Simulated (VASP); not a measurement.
# Ti3Al (P-6m2) in VASP: further runs

The runs below take Ti3Al through single point, with PBEsol.

All numbers are computed with VASP 6.6.1; they aren't measurements. Logs are shortened: lines on timing, memory, paths and dates and some standing lists are left out, and cuts for length are marked.

### Step 1. The cell of the first run

The structure is hexagonal, space group P-6m2 (No. 187). Conventional cell: a = 2.822 Å, b = 2.822 Å, c = 9.620 Å, α = 90.00°, β = 90.00°, γ = 120.00°. Within 3.7 Å of Ti (site symmetry -6m2) lie 12 Ti at 2.82 to 3.03 Å. Ti (site symmetry 3m) has 3 Al at 2.78 Å and 9 Ti at 2.82 to 3.03 Å within 3.7 Å. Within 3.7 Å of Al (site symmetry -6m2) lie 6 Ti at 2.78 Å and 6 Al at 2.82 Å.

### Step 2. Single point, PBEsol

File INCAR:

```
SYSTEM = Ti3Al
PREC     = Accurate       ! precision mode
ENCUT    = 520            ! plane-wave cutoff, eV
EDIFF    = 1E-6           ! SCF threshold, eV
ISMEAR   = 0              ! smearing method
SIGMA    = 0.15           ! smearing width, eV
LREAL    = .FALSE.        ! projectors in reciprocal space
LASPH    = .TRUE.         ! aspherical terms in the spheres
NELM     = 60             ! most SCF steps
ALGO     = Fast           ! electronic algorithm
ISIF     = 2              ! what is computed and relaxed
LWAVE    = .FALSE.        ! write WAVECAR
LCHARG   = .TRUE.         ! write CHGCAR
GGA      = PS             ! functional
LELF     = .TRUE.         ! ELF
LVHAR    = .TRUE.       
NBANDS   = 28             ! bands
```

File KPOINTS:

```
Automatic mesh
0
G
  15 15 6
  0 0 0
```

File POSCAR:

```
Ti3Al
1.0
    2.8221296140      0.0000000000      0.0000000000
   -1.4110648070      2.4440359385      0.0000000000
    0.0000000000      0.0000000000      9.6195110023
Ti Al
3 1
Direct
    0.6666666667      0.3333333333      0.0000000000
    0.3333333333      0.6666666667      0.7347588385
    0.3333333333      0.6666666667      0.2652411615
    0.6666666667      0.3333333333      0.5000000000
```

Potentials or basis: VASP PAW PBE potentials, release 64 (Ti_sv, Al).

On the command line:

```sh
> cat potpaw_PBE.64/Ti_sv/POTCAR potpaw_PBE.64/Al/POTCAR > POTCAR
> mpirun -np 1 vasp_std > vasp.out
```

OUTCAR:

```text
SYSTEM = Ti3Al
   PREC = Accurate
   ENCUT = 520
   EDIFF = 1E-6
   ISMEAR = 0
   LREAL = .FALSE.
   LASPH = .TRUE.
   NELM = 60
   ISIF = 2
   GGA = PS

 ion  position               nearest neighbor table
   1  0.667  0.333  0.000-
   2  0.333  0.667  0.735-   4 2.78   4 2.78   4 2.78
   3  0.333  0.667  0.265-   4 2.78   4 2.78   4 2.78
   4  0.667  0.333  0.500-   2 2.78   3 2.78   2 2.78   3 2.78   2 2.78   3 2.78

  LATTYP: Found a hexagonal cell.
 ALAT       =     2.8221296140
 C/A-ratio  =     3.4086000000

  Lattice vectors:

 A1 = (   2.8221296140,   0.0000000000,   0.0000000000)
 A2 = (  -1.4110648070,   2.4440359385,   0.0000000000)
 A3 = (   0.0000000000,   0.0000000000,   9.6195110023)

Analysis of symmetry for initial positions (statically):
=====================================================================
 Subroutine PRICEL returns:
 Original cell was already a primitive cell.

 Routine SETGRP: Setting up the symmetry group for a
 hexagonal supercell.

 Subroutine GETGRP returns: Found 12 space group operations
 (whereof 12 operations were pure point group operations)
 out of a pool of 24 trial point group operations.

The static configuration has the point symmetry D_3h.

Analysis of symmetry for dynamics (positions and initial velocities):
=====================================================================
 Subroutine PRICEL returns:
 Original cell was already a primitive cell.

 Routine SETGRP: Setting up the symmetry group for a
 hexagonal supercell.

 Subroutine GETGRP returns: Found 12 space group operations
 (whereof 12 operations were pure point group operations)
 out of a pool of 24 trial point group operations.

The dynamic configuration has the point symmetry D_3h.

 Subroutine INISYM returns: Found 12 space group operations
 (whereof 12 operations are pure point group operations),
 and found     1 'primitive' translations

----------------------------------------------------------------------------------------

                                     Primitive cell

  volume of cell :      66.3495

  direct lattice vectors                    reciprocal lattice vectors
     2.822129614  0.000000000  0.000000000     0.354342336  0.204579643  0.000000000
    -1.411064807  2.444035938  0.000000000     0.000000000  0.409159286  0.000000000
     0.000000000  0.000000000  9.619511002     0.000000000  0.000000000  0.103955388

  length of vectors
     2.822129614  2.822129614  9.619511002     0.409159286  0.409159286  0.103955388

  position of ions in fractional coordinates (direct lattice)
     0.666666667  0.333333333  0.000000000
     0.333333333  0.666666667  0.734758838
     0.333333333  0.666666667  0.265241162
     0.666666667  0.333333333  0.500000000

  ion indices of the primitive-cell ions
   primitive index   ion index
                 1           1
                 2           2
                 3           3
                 4           4

----------------------------------------------------------------------------------------

 KPOINTS: Automatic mesh

Automatic generation of k-mesh.
 Grid dimensions read from file:
 generate k-points for:   15   15    6

 Generating k-lattice:

  Cartesian coordinates                     Fractional coordinates (reciprocal lattice)
     0.023622822  0.013638643  0.000000000     0.066666667  0.000000000  0.000000000
     0.000000000  0.027277286  0.000000000     0.000000000  0.066666667  0.000000000
     0.000000000  0.000000000  0.017325898     0.000000000  0.000000000  0.166666667

  Length of vectors
     0.027277286  0.027277286  0.017325898

  Shift w.r.t. Gamma in fractional coordinates (k-lattice)
     0.000000000  0.000000000  0.000000000

 Subroutine IBZKPT returns following result:
 ===========================================

 Found    108 irreducible k-points:

 Following reciprocal coordinates:
            Coordinates               Weight
  0.000000  0.000000  0.000000      1.000000
  0.066667  0.000000  0.000000      6.000000
  0.133333 -0.000000  0.000000      6.000000
  0.200000 -0.000000  0.000000      6.000000
  0.266667 -0.000000  0.000000      6.000000
  0.333333  0.000000  0.000000      6.000000
[... 16 lines left out ...]
  0.333333  0.200000  0.000000     12.000000
  0.400000  0.200000  0.000000      6.000000
 [... further k-points ...]
   k-points           NKPTS =    108   k-points in BZ     NKDIM =    108   number of bands    NBANDS=     28
   number of dos      NEDOS =    301   number of ions     NIONS =      4
   total plane-waves  NPLWV =  41472
   dimension x,y,z NGX =    24 NGY =   24 NGZ =   72
   dimension x,y,z NGXF=    48 NGYF=   48 NGZF=  144
   ions per type =               3   1
   NGX,Y,Z   is equivalent  to a cutoff of  14.14, 14.14, 12.44 a.u.
   NGXF,Y,Z  is equivalent  to a cutoff of  28.28, 28.28, 24.89 a.u.
 SYSTEM =  Ti3Al
   PREC   = accura    normal or accurate (medium, high low for compatibility)
   ISTART =      0    job   : 0-new  1-cont  2-samecut
   ICHARG =      2    charge: 1-file 2-atom 10-const
   ISPIN  =      1    spin polarized calculation?
   LNONCOLLINEAR =      F non collinear calculations
   LSORBIT =      F    spin-orbit coupling
   LASPH  =      T    aspherical Exc in radial PAW
   ENCUT  =  520.0 eV  38.22 Ry    6.18 a.u.   5.25  5.25 17.89*2*pi/ulx,y,z
   NELM   =     60;   NELMIN=  2; NELMDL= -5     # of ELM steps
   EDIFF  = 0.1E-05   stopping-criterion for ELM
   LREAL  =      F    real-space projection
   EDIFFG = 0.1E-04   stopping-criterion for IOM
   NSW    =      0    number of steps for IOM
   IBRION =     -1    ionic relax: 0-MD 1-quasi-New 2-CG
   NFREE  =      0    steps in history (QN), initial steepest desc. (CG)
   ISIF   =      2    stress and relaxation
   ISYM   =      2    0-nonsym 1-usesym 2-fastsym
   POTIM  = 0.5000    time-step for ionic-motion
   TEBEG  =    0.0;   TEEND  =   0.0 temperature during run
   PSTRESS=    0.0 pullay stress
   NELECT =      39.0000    total number of electrons
   NUPDOWN=      -1.0000    fix difference up-down
   EMIN   =  10.00;   EMAX   =-10.00  energy-range for DOS
   EFERMI =   0.00;   METHOD = LEGACY
   ISMEAR =     0;   SIGMA  =   0.15  broadening in eV -4-tet -1-fermi 0-gaus
   EFERMI_NEDOS =   21; number of points for ismear=-14 and -15
   IALGO  =     68    algorithm
   IMIX   =      4    mixing-type and parameters
     AMIX     =   0.40;   BMIX     =  1.00
     AMIX_MAG =   1.60;   BMIX_MAG =  1.00
  volume/ion in A,a.u.               =      16.59       111.94
  Fermi-wavevector in a.u.,A,eV,Ry     =   1.371357  2.591489 25.587388  1.880620
  Thomas-Fermi vector in A             =   2.497061
   LORBIT       =      0    0 simple, 1 ext, 2 COOP (PROOUT), +10 PAW based schemes
   GGA     = PS    functional components
   LHFCALC =     F    Hartree Fock is set to
   AEXX    =    0.0000 exact exchange contribution
   IVDW    =     0    specifies the selected vdW correction
   LEPSILON=     F    determine dielectric tensor
   LRPA    =     F    only Hartree local field effects (RPA)
 non-spin polarized calculation
 RMM-DIIS sequential band-by-band and
 Gauss-broadening in eV      SIGMA  =   0.15
  energy-cutoff  :      520.00
  volume of cell :       66.35
 maximum number of plane-waves:      1804
 NGX is ok and might be reduce to    24

 number of electron      39.0000000 magnetization

 Free energy of the ion-electron system (eV)
  ---------------------------------------------------
  ext. energy  EPLUGINS =         0.00000000
  ---------------------------------------------------
  free energy    TOTEN  =       -29.43692331 eV

  energy without entropy =      -29.37797244  energy(sigma->0) =      -29.40744787

 E-fermi :   8.1989     XC(G=0): -11.4492

 val. band max:        8.1968585249   @ k =   0.2000   0.0667   0.0000
 cond. band min:       8.2019851349   @ k =   0.2000   0.1333   0.5000
 fundamental gap:      0.0051266100
 Fermi energy:         8.1988530628

 k-point     1 :       0.0000    0.0000    0.0000
  band No.  band energies     occupation
      1     -48.2589      2.00000
      2     -48.1209      2.00000
      3     -48.1156      2.00000
      4     -24.7644      2.00000
      5     -24.5275      2.00000
      6     -24.3916      2.00000
[... 20 lines left out ...]
     27      10.9749      0.00000
     28      11.0807      0.00000

 k-point     2 :       0.0667    0.0000    0.0000
  band No.  band energies     occupation
      1     -48.2538      2.00000
      2     -48.1159      2.00000
      3     -48.1108      2.00000
      4     -24.7568      2.00000
      5     -24.5240      2.00000
      6     -24.3908      2.00000
[... 20 lines left out ...]
     27      10.6865      0.00000
     28      10.9917      0.00000

 k-point     3 :       0.1333   -0.0000    0.0000
  band No.  band energies     occupation
      1     -48.2392      2.00000
      2     -48.1018      2.00000
      3     -48.0973      2.00000
      4     -24.7353      2.00000
      5     -24.5160      2.00000
      6     -24.3896      2.00000
[... 20 lines left out ...]
     27      10.5509      0.00000
     28      10.7656      0.00000

 k-point     4 :       0.2000   -0.0000    0.0000
  band No.  band energies     occupation
      1     -48.2176      2.00000
      2     -48.0809      2.00000
      3     -48.0772      2.00000
      4     -24.7037      2.00000
      5     -24.5233      2.00000
      6     -24.4064      2.00000
[... 578 lines left out ...]
     27      10.8348      0.00000
     28      11.3561      0.00000

 k-point    23 :       0.3333    0.2000    0.0000
  band No.  band energies     occupation
      1     -48.1332      2.00000
      2     -47.9993      2.00000
      3     -47.9989      2.00000
      4     -24.7973      2.00000
      5     -24.6940      2.00000
      6     -24.6569      2.00000
[... 20 lines left out ...]
     27      11.0362      0.00000
     28      11.3026      0.00000

 k-point    24 :       0.4000    0.2000    0.0000
  band No.  band energies     occupation
      1     -48.1290      2.00000
      2     -47.9951      2.00000
      3     -47.9949      2.00000
      4     -24.8105      2.00000
      5     -24.7038      2.00000
      6     -24.6684      2.00000
[... 20 lines left out ...]
     27      11.1026      0.00000
     28      11.4209      0.00000

 [... further k-points ...]

------------------------ aborting loop because EDIFF is reached ----------------------------------------

  FORCE on cell =-STRESS in cart. coord.  units (eV):
  Direction    XX          YY          ZZ          XY          YZ          ZX
  --------------------------------------------------------------------------------------
  -------------------------------------------------------------------------------------
  Total        0.6208265      0.6208265     -1.6744459      0.0000000      0.0000000     -0.0000000
  in kB       14.9914374     14.9914374    -40.4337637      0.0000000      0.0000000     -0.0000000
  external PRESSURE =      -3.4836296 kB  Pullay stress =       0.0000000 kB

 VOLUME and BASIS-vectors are now :
 -----------------------------------------------------------------------------
  energy-cutoff  :      520.00
  volume of cell :       66.35
      direct lattice vectors                 reciprocal lattice vectors
     2.822129614  0.000000000  0.000000000     0.354342336  0.204579643  0.000000000
    -1.411064807  2.444035938  0.000000000     0.000000000  0.409159286  0.000000000
     0.000000000  0.000000000  9.619511002     0.000000000  0.000000000  0.103955388

 POSITION                                       TOTAL-FORCE (eV/Angst)
 -----------------------------------------------------------------------------------
      1.41106      0.81468      0.00000        -0.000000      0.000000      0.000000
     -0.00000      1.62936      7.06802         0.000000      0.000000      0.757617
     -0.00000      1.62936      2.55149         0.000000      0.000000     -0.757617
      1.41106      0.81468      4.80976        -0.000000      0.000000      0.000000
 -----------------------------------------------------------------------------------
    total drift:                                0.000000     -0.000000      0.000000

  FREE ENERGIE OF THE ION-ELECTRON SYSTEM (eV)
  ---------------------------------------------------
  free  energy   TOTEN  =       -29.4369233104 eV

  energy  without entropy=      -29.3779724392  energy(sigma->0) =      -29.40744787
```

Wall time 7.3 min (1 thread of Intel Xeon Platinum 8488C (Sapphire Rapids), shared host); peak memory 0.3 GiB.

What came out:

| Quantity | Value |
| --- | --- |
| Free energy | -29.4369 eV |
| Pressure | -0.3 GPa |
| Largest force | 0.758 eV/Å |
| Band gap on the k mesh | zero (an odd number of electrons rules out a gap without spin polarisation) |

Forces in eV/Å, atoms in the order of the input:
```
Ti   0.000  0.000  0.000
Ti   0.000  0.000  0.758
Ti   0.000  0.000 -0.758
Al   0.000  0.000  0.000
```

Stress tensor (GPa, compression positive):
```
 1.50  0.00  0.00
 0.00  1.50  0.00
 0.00  0.00 -4.04
```

Caveat: the stress differs along the axes, from -4 to 1 GPa; the PAW data sets were made with another functional, which shifts forces and pressure a little.

### Step 3. Single point, PBEsol

This run uses another cell than the first one, of the same volume but with other edges.

File INCAR:

```
PREC = Accurate
ENCUT = 520
EDIFF = 1E-6
ISMEAR = 0
SIGMA = 0.15
LREAL = False
LASPH = True
NELM = 100
ALGO = Fast
ISIF = 2
LWAVE = False
LCHARG = False
GGA = PS
NBANDS = 28
```

File KPOINTS:

```
regular mesh
0
Gamma
  15 15 6
```

File POSCAR:

```
Ti3Al
1.0
    2.9216842402      0.0000000000      0.0000000000
   -1.4608421201      2.5302527739      0.0000000000
    0.0000000000      0.0000000000      8.9751218176
Ti Al
3 1
Direct
    0.6666666667      0.3333333333      0.0000000000
    0.3333333333      0.6666666667      0.7675875759
    0.3333333333      0.6666666667      0.2324124241
    0.6666666667      0.3333333333      0.5000000000
```

Potentials or basis: VASP PAW PBE potentials, release 64 (Ti_sv, Al).

On the command line:

```sh
> cat potpaw_PBE.64/Ti_sv/POTCAR potpaw_PBE.64/Al/POTCAR > POTCAR
> mpirun -np 1 vasp_std > vasp.out
```

Wall time 8.9 min (1 thread of Intel Xeon Platinum 8488C (Sapphire Rapids), shared host); peak memory 0.3 GiB.

The run converged. Its results:

```
Free energy            : -29.4369 eV
Pressure               : 1.6 GPa
Largest force          : 1.346 eV/Å
Band gap on the k mesh : zero (an odd number of electrons rules out a gap without spin polarisation)
```

Forces on the atoms (eV/Å):
```
Ti   0.000  0.000  0.000
Ti   0.000  0.000 -1.346
Ti   0.000  0.000  1.346
Al   0.000  0.000  0.000
```

Stress tensor (GPa, compression positive):
```
0.15 0.00 0.00
0.00 0.15 0.00
0.00 0.00 4.39
```

Levels at points of the mesh, in eV from the Fermi level:
| k point | band 16 | band 17 | band 18 | band 19 | band 20 | band 21 | band 22 | band 23 | band 24 | band 25 |
| --- | --- | --- | --- | --- | --- | --- | --- | --- | --- | --- |
| (0.00, 0.00, 0.00) | -2.67 | -0.95 | 0.61 | 0.61 | 0.65 | 0.65 | 1.24 | 1.24 | 1.33 | 1.44 |
| (0.00, 0.00, 0.50) | -3.11 | -1.34 | 0.61 | 0.61 | 0.64 | 0.64 | 1.13 | 1.24 | 1.24 | 1.45 |

Caveat: the PAW data sets were made with another functional, which shifts forces and pressure a little.
